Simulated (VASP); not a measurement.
# TaN (F-43m) in VASP: further runs

Runs on TaN. Level: r2SCAN+U. Tasks: single point.

Program: VASP 6.6.1. These are calculated values, not measurements. Logs are shortened: lines on timing, memory, paths and dates and some standing lists are left out, and cuts for length are marked.

**1. The cell of the first run**

Symmetry: F-43m, No. 216, cubic system. Conventional cell: a = 4.982 Å, b = 4.982 Å, c = 4.982 Å, α = 90.00°, β = 90.00°, γ = 90.00°. Within 2.9 Å of Ta (site symmetry -43m) lie 4 N at 2.16 Å. N (site symmetry -43m) has 4 Ta at 2.16 Å within 2.9 Å.

**2. Single point, r2SCAN+U, collinear spin, ferromagnetic start**

Input file POSCAR:

```
TaN
1.0
    0.0000000000      2.4911437700      2.4911437700
    2.4911437700      0.0000000000      2.4911437700
    2.4911437700      2.4911437700      0.0000000000
Ta N
1 1
Direct
    0.0000000000      0.0000000000      0.0000000000
    0.2500000000      0.2500000000      0.2500000000
```

Input file INCAR.step1:

```
SYSTEM = TaN
PREC = Accurate
ENCUT = 520
ISMEAR = 0
SIGMA = 0.05
LREAL = .False.
LASPH = .True.
NELM = 150
ISPIN = 2
MAGMOM = 2 0
LMAXMIX = 4
LDAU = .True.
LDAUTYPE = 1
LDAUL = 2 -1
LDAUU = 4 0
LDAUJ = 0.9 0
NBANDS = 19
GGA = PE
ALGO = Normal
EDIFF = 1E-4
LWAVE = .True.
LCHARG = .False.
```

Input file INCAR.step2:

```
SYSTEM = TaN
PREC = Accurate
ENCUT = 520
EDIFF = 1E-7
ISMEAR = 0
SIGMA = 0.05
LREAL = .False.
LASPH = .True.
NELM = 150
ALGO = Normal
ISIF = 2
LWAVE = .False.
LCHARG = .False.
ISPIN = 2
MAGMOM = 2 0
LORBIT = 11
LMAXMIX = 4
LDAU = .True.
LDAUTYPE = 1
LDAUL = 2 -1
LDAUU = 4 0
LDAUJ = 0.9 0
LDAUPRINT = 1
METAGGA = R2SCAN
LMIXTAU = .True.
NBANDS = 19
ISTART = 1
```

Input file KPOINTS:

```
regular mesh
0
Gamma
  7 7 7
  0 0 0
```

Potentials or basis: VASP PAW PBE potentials, release 64 (Ta_pv, N).

Launch:

```
$ cat potpaw_PBE.64/Ta_pv/POTCAR potpaw_PBE.64/N/POTCAR > POTCAR
$ cp INCAR.step1 INCAR
$ mpirun -np 1 vasp_std > vasp.out
$ cp INCAR.step2 INCAR
$ mpirun -np 1 vasp_std > vasp.out
```

OUTCAR:

```text
SYSTEM = TaN
   PREC = Accurate
   ENCUT = 520
   EDIFF = 1E-7
   ISMEAR = 0
   LREAL = .False.
   LASPH = .True.
   NELM = 150
   ISIF = 2
   ISPIN = 2
   LORBIT = 11
   METAGGA = R2SCAN
   ISTART = 1

 ion  position               nearest neighbor table
   1  0.000  0.000  0.000-   2 2.16   2 2.16   2 2.16   2 2.16
   2  0.250  0.250  0.250-   1 2.16   1 2.16   1 2.16   1 2.16

  LATTYP: Found a face centered cubic cell.
 ALAT       =     4.9822875400

  Lattice vectors:

 A1 = (   0.0000000000,   2.4911437700,   2.4911437700)
 A2 = (   2.4911437700,   0.0000000000,   2.4911437700)
 A3 = (   2.4911437700,   2.4911437700,   0.0000000000)

Analysis of symmetry for initial positions (statically):
=====================================================================
 Subroutine PRICEL returns:
 Original cell was already a primitive cell.

 Routine SETGRP: Setting up the symmetry group for a
 face centered cubic supercell.

 Subroutine GETGRP returns: Found 24 space group operations
 (whereof 24 operations were pure point group operations)
 out of a pool of 48 trial point group operations.

The static configuration has the point symmetry T_d .

Analysis of symmetry for dynamics (positions and initial velocities):
=====================================================================
 Subroutine PRICEL returns:
 Original cell was already a primitive cell.

 Routine SETGRP: Setting up the symmetry group for a
 face centered cubic supercell.

 Subroutine GETGRP returns: Found 24 space group operations
 (whereof 24 operations were pure point group operations)
 out of a pool of 48 trial point group operations.

The dynamic configuration has the point symmetry T_d .

Analysis of structural, dynamic, and magnetic symmetry:
=====================================================================
 Subroutine PRICEL returns:
 Original cell was already a primitive cell.

 Routine SETGRP: Setting up the symmetry group for a
 face centered cubic supercell.

 Subroutine GETGRP returns: Found 24 space group operations
 (whereof 24 operations were pure point group operations)
 out of a pool of 48 trial point group operations.

The overall configuration has the point symmetry T_d .

 Subroutine INISYM returns: Found 24 space group operations
 (whereof 24 operations are pure point group operations),
 and found     1 'primitive' translations

----------------------------------------------------------------------------------------

                                     Primitive cell

  volume of cell :      30.9191

  direct lattice vectors                    reciprocal lattice vectors
     0.000000000  2.491143770  2.491143770    -0.200711017  0.200711017  0.200711017
     2.491143770  0.000000000  2.491143770     0.200711017 -0.200711017  0.200711017
     2.491143770  2.491143770  0.000000000     0.200711017  0.200711017 -0.200711017

  length of vectors
     3.523009305  3.523009305  3.523009305     0.347641679  0.347641679  0.347641679

  position of ions in fractional coordinates (direct lattice)
     0.000000000  0.000000000  0.000000000
     0.250000000  0.250000000  0.250000000

  ion indices of the primitive-cell ions
   primitive index   ion index
                 1           1
                 2           2

----------------------------------------------------------------------------------------

 KPOINTS: regular mesh

Automatic generation of k-mesh.
 Grid dimensions read from file:
 generate k-points for:    7    7    7

 Generating k-lattice:

  Cartesian coordinates                     Fractional coordinates (reciprocal lattice)
    -0.028673002  0.028673002  0.028673002     0.142857143  0.000000000  0.000000000
[... 68 lines left out ...]
   EFERMI =   0.00;   METHOD = LEGACY
   ISMEAR =     0;   SIGMA  =   0.05  broadening in eV -4-tet -1-fermi 0-gaus
   EFERMI_NEDOS =   21; number of points for ismear=-14 and -15
   IALGO  =     38    algorithm
   IMIX   =      4    mixing-type and parameters
     AMIX     =   0.40;   BMIX     =  1.00
     AMIX_MAG =   1.60;   BMIX_MAG =  1.00
  volume/ion in A,a.u.               =      15.46       104.33
  Fermi-wavevector in a.u.,A,eV,Ry     =   1.314335  2.483733 23.503740  1.727476
  Thomas-Fermi vector in A             =   2.444595
   LORBIT       =     11    0 simple, 1 ext, 2 COOP (PROOUT), +10 PAW based schemes
 LDA+U is selected, type is set to LDAUTYPE =  1
   angular momentum for each species LDAUL =     2   -1
   U (eV)           for each species LDAUU =   4.0  0.0
   J (eV)           for each species LDAUJ =   0.9  0.0
   METAGGA = R2SCAN    functional components
   LHFCALC =     F    Hartree Fock is set to
   AEXX    =    0.0000 exact exchange contribution
   IVDW    =     0    specifies the selected vdW correction
   LEPSILON=     F    determine dielectric tensor
   LRPA    =     F    only Hartree local field effects (RPA)
 spin polarized calculation
 Gauss-broadening in eV      SIGMA  =   0.05
  energy-cutoff  :      520.00
  volume of cell :       30.92
 maximum number of plane-waves:       869
 NGX is ok and might be reduce to    28
   NGX = 13   NGY = 13   NGZ = 13

atom =   1  type =  1  l = 2

 onsite density matrix

spin component  1

  0.2541  0.0000  0.0000  0.0000  0.0000
  0.0000  0.2541 -0.0000  0.0000  0.0000
  0.0000 -0.0000  0.1560  0.0000 -0.0000
  0.0000  0.0000  0.0000  0.2541 -0.0000
  0.0000  0.0000 -0.0000 -0.0000  0.1560

spin component  2

  0.2464  0.0000  0.0000  0.0000  0.0000
  0.0000  0.2464 -0.0000  0.0000  0.0000
  0.0000 -0.0000  0.1418  0.0000 -0.0000
  0.0000  0.0000  0.0000  0.2464 -0.0000
  0.0000  0.0000 -0.0000 -0.0000  0.1418

 occupancies and eigenvectors

  o =  0.1418  v =  0.0000  0.0000  0.0000  0.0000  0.0000  0.0000 -0.0000  0.9921  0.0000  0.1254      0.0000  0.0000  0.0000  0.0000  0.0000  0.0000  0.0000  0.0000  0.0000  0.0000
  o =  0.1418  v =  0.0000  0.0000  0.0000  0.0000  0.0000  0.0000 -0.0000 -0.1254  0.0000  0.9921      0.0000  0.0000  0.0000  0.0000  0.0000  0.0000  0.0000  0.0000  0.0000  0.0000
  o =  0.1560  v =  0.0000  0.0000  0.9958  0.0000  0.0912  0.0000  0.0000  0.0000  0.0000  0.0000      0.0000  0.0000  0.0000  0.0000  0.0000  0.0000  0.0000  0.0000  0.0000  0.0000
  o =  0.1560  v =  0.0000 -0.0000 -0.0912  0.0000  0.9958  0.0000  0.0000  0.0000  0.0000  0.0000      0.0000  0.0000  0.0000  0.0000  0.0000  0.0000  0.0000  0.0000  0.0000  0.0000
  o =  0.2464  v =  0.0000  0.0000  0.0000  0.0000  0.0000  0.0000  0.9158  0.0000  0.4016  0.0000      0.0000  0.0000  0.0000  0.0000  0.0000  0.0000  0.0000  0.0000  0.0000  0.0000
  o =  0.2464  v =  0.0000  0.0000  0.0000  0.0000  0.0000  0.0000  0.4016  0.0000 -0.9158  0.0000      0.0000  0.0000  0.0000  0.0000  0.0000  0.0000  0.0000  0.0000  0.0000  0.0000
  o =  0.2464  v =  0.0000  0.0000  0.0000  0.0000  0.0000  1.0000  0.0000  0.0000  0.0000  0.0000      0.0000  0.0000  0.0000  0.0000  0.0000  0.0000  0.0000  0.0000  0.0000  0.0000
  o =  0.2541  v =  0.0000  0.3748  0.0000  0.9271  0.0000  0.0000  0.0000  0.0000  0.0000  0.0000      0.0000  0.0000  0.0000  0.0000  0.0000  0.0000  0.0000  0.0000  0.0000  0.0000
  o =  0.2541  v =  0.0000  0.9271 -0.0000 -0.3748  0.0000  0.0000  0.0000  0.0000  0.0000  0.0000      0.0000  0.0000  0.0000  0.0000  0.0000  0.0000  0.0000  0.0000  0.0000  0.0000
  o =  0.2541  v =  1.0000  0.0000  0.0000  0.0000  0.0000  0.0000  0.0000  0.0000  0.0000  0.0000      0.0000  0.0000  0.0000  0.0000  0.0000  0.0000  0.0000  0.0000  0.0000  0.0000

 number of electron      15.9999998 magnetization       0.0593122

 Free energy of the ion-electron system (eV)
  ---------------------------------------------------
  ext. energy  EPLUGINS =         0.00000000
  ---------------------------------------------------
  free energy    TOTEN  =       -56.35510767 eV

  energy without entropy =      -56.35324011  energy(sigma->0) =      -56.35417389

 E-fermi :   6.1058     XC(G=0): -12.0622

 val. band max:        6.1023277720   @ k =  -0.2857   0.4286   0.1429
 cond. band min:       6.1793245249   @ k =  -0.2857   0.4286   0.1429
 fundamental gap:      0.0769967528
 Fermi energy:         6.1058235943

 spin component 1

 k-point     1 :       0.0000    0.0000    0.0000
  band No.  band energies     occupation
      1     -32.1832      1.00000
      2     -32.1832      1.00000
      3     -32.1832      1.00000
      4     -11.9798      1.00000
      5      -0.6326      1.00000
      6      -0.6326      1.00000
[... 416 lines left out ...]
      5      -0.8845      1.00000
      6      -0.2357      1.00000
[... 11 lines left out ...]
     18      22.8193      0.00000
     19      24.5421      0.00000
 Fermi energy:         6.1058235943

 spin component 2

 k-point     1 :       0.0000    0.0000    0.0000
  band No.  band energies     occupation
      1     -32.1394      1.00000
      2     -32.1394      1.00000
      3     -32.1394      1.00000
      4     -11.9794      1.00000
      5      -0.6126      1.00000
      6      -0.6126      1.00000
[... 417 lines left out ...]
      6      -0.2213      1.00000
[... 11 lines left out ...]
     18      22.8520      0.00000
     19      24.5737      0.00000

------------------------ aborting loop because EDIFF is reached ----------------------------------------

  FORCE on cell =-STRESS in cart. coord.  units (eV):
  Direction    XX          YY          ZZ          XY          YZ          ZX
  --------------------------------------------------------------------------------------
  -------------------------------------------------------------------------------------
  Total       -4.6661039     -4.6661039     -4.6661039     -0.0000000      0.0000000     -0.0000000
  in kB     -241.7901572   -241.7901572   -241.7901572     -0.0000000      0.0000000     -0.0000000
  external PRESSURE =    -241.7901572 kB  Pullay stress =       0.0000000 kB

 VOLUME and BASIS-vectors are now :
 -----------------------------------------------------------------------------
  energy-cutoff  :      520.00
  volume of cell :       30.92
      direct lattice vectors                 reciprocal lattice vectors
     0.000000000  2.491143770  2.491143770    -0.200711017  0.200711017  0.200711017
     2.491143770  0.000000000  2.491143770     0.200711017 -0.200711017  0.200711017
     2.491143770  2.491143770  0.000000000     0.200711017  0.200711017 -0.200711017

 POSITION                                       TOTAL-FORCE (eV/Angst)
 -----------------------------------------------------------------------------------
      0.00000      0.00000      0.00000         0.000000      0.000000      0.000000
      1.24557      1.24557      1.24557        -0.000000     -0.000000     -0.000000
 -----------------------------------------------------------------------------------
    total drift:                                0.000001      0.000001      0.000001

  FREE ENERGIE OF THE ION-ELECTRON SYSTEM (eV)
  ---------------------------------------------------
  free  energy   TOTEN  =       -56.3551076663 eV

  energy  without entropy=      -56.3532401085  energy(sigma->0) =      -56.35417389

 total charge

# of ion       s       p       d       tot
------------------------------------------
    1        0.303   6.182   2.058   8.543
    2        1.256   2.472   0.000   3.728
--------------------------------------------------
tot          1.560   8.654   2.058  12.272

 magnetization (x)

# of ion       s       p       d       tot
------------------------------------------
    1        0.000  -0.000   0.051   0.051
    2       -0.000  -0.003   0.000  -0.004
--------------------------------------------------
tot         -0.000  -0.003   0.051   0.048
```

Wall time 50 s (1 thread of Intel Xeon 6975P-C (Granite Rapids), shared host); peak memory 0.19 GiB.

What came out:

| Item | Value |
| --- | --- |
| Free energy | -56.3551 eV |
| Pressure | -24.2 GPa |
| Net moment | 0.06 μB per cell |
| Site moments | Ta +0.05; N -0.00 μB |
| Valence electrons inside the program's atomic spheres | Ta 8.54; N 3.73 |

Levels at points of the mesh, in eV from the Fermi level:
Spin up:
```csv
k point,band 6,band 7,band 8,band 9,band 10,band 11
"(0.00, 0.00, 0.00)",-6.74,-6.74,-1.84,0.54,0.54,4.83
```
Spin down:
```csv
k point,band 5,band 6,band 7,band 8,band 9,band 10,band 11,band 12
"(0.00, 0.00, 0.00)",-6.72,-6.72,-6.72,-1.83,0.66,0.66,4.86,4.86
```

Eigenvalues of the final occupation matrices:
```tsv
site	spin	trace	eigenvalues
site 1 d	1	1.07	0.16 0.16 0.25 0.25 0.25
site 1 d	2	1.02	0.14 0.14 0.25 0.25 0.25
```

Caveat: the PAW data sets were made with another functional, which shifts forces and pressure a little; spin-orbit coupling is left out, which moves the levels of the heavy elements.

**3. Single point, r2SCAN+U, collinear spin, zero start**

POSCAR is that of step 2.

Input file INCAR.step1:

```
PREC = Accurate
ENCUT = 520
ISMEAR = 0
SIGMA = 0.05
LREAL = F
LASPH = T
NELM = 150
ISPIN = 2
MAGMOM = 0 0
LMAXMIX = 4
LDAU = T
LDAUTYPE = 1
LDAUL = 2 -1
LDAUU = 4 0
LDAUJ = 0.9 0
NBANDS = 19
GGA = PE
ALGO = Normal
EDIFF = 1E-4
LWAVE = T
LCHARG = F
```

Input file INCAR.step2:

```
PREC = Accurate
ENCUT = 520
EDIFF = 1E-6
ISMEAR = 0
SIGMA = 0.05
LREAL = F
LASPH = T
NELM = 150
ALGO = Normal
ISIF = 2
LWAVE = F
LCHARG = F
ISPIN = 2
MAGMOM = 0 0
LORBIT = 11
LMAXMIX = 4
LDAU = T
LDAUTYPE = 1
LDAUL = 2 -1
LDAUU = 4 0
LDAUJ = 0.9 0
LDAUPRINT = 1
METAGGA = R2SCAN
LMIXTAU = T
NBANDS = 19
ISTART = 1
```

Input file KPOINTS:

```
Automatic mesh
0
Gamma
  7 7 7
```

Potentials or basis: VASP PAW PBE potentials, release 64 (Ta_pv, N).

Launch:

```
$ cat potpaw_PBE.64/Ta_pv/POTCAR potpaw_PBE.64/N/POTCAR > POTCAR
$ cp INCAR.step1 INCAR
$ mpirun -np 1 vasp_std > vasp.out
$ cp INCAR.step2 INCAR
$ mpirun -np 1 vasp_std > vasp.out
```

Wall time 43 s (1 thread of Intel Xeon 6975P-C (Granite Rapids), shared host); peak memory 0.19 GiB.

It converged, with:

| Item | Value |
| --- | --- |
| Free energy | -56.3549 eV |
| Pressure | -24.2 GPa |
| Band gap on the k mesh | zero (filled and empty bands overlap) |
| Net moment | 0.00 μB per cell |
| Valence electrons inside the program's atomic spheres | Ta 8.54; N 3.73 |

Levels at points of the mesh, in eV from the Fermi level:
Spin up:
```csv
k point,band 4,band 5,band 6,band 7,band 8,band 9,band 10,band 11,band 12,band 13
"(0.00, 0.00, 0.00)",-18.10,-6.74,-6.74,-6.74,-1.85,0.58,0.58,4.83,4.83,4.83
```
Spin down:
| k point | band 4 | band 5 | band 6 | band 7 | band 8 | band 9 | band 10 | band 11 | band 12 | band 13 |
| --- | --- | --- | --- | --- | --- | --- | --- | --- | --- | --- |
| (0.00, 0.00, 0.00) | -18.10 | -6.74 | -6.74 | -6.74 | -1.85 | 0.59 | 0.59 | 4.83 | 4.83 | 4.83 |

Eigenvalues of the final occupation matrices:
```
    site  spin  trace               eigenvalues
site 1 d     1   1.05  0.15 0.15 0.25 0.25 0.25
site 1 d     2   1.05  0.15 0.15 0.25 0.25 0.25
```

Caveat: the PAW data sets were made with another functional, which shifts forces and pressure a little; spin-orbit coupling is left out, which moves the levels of the heavy elements.

[end of part 1 of 2]
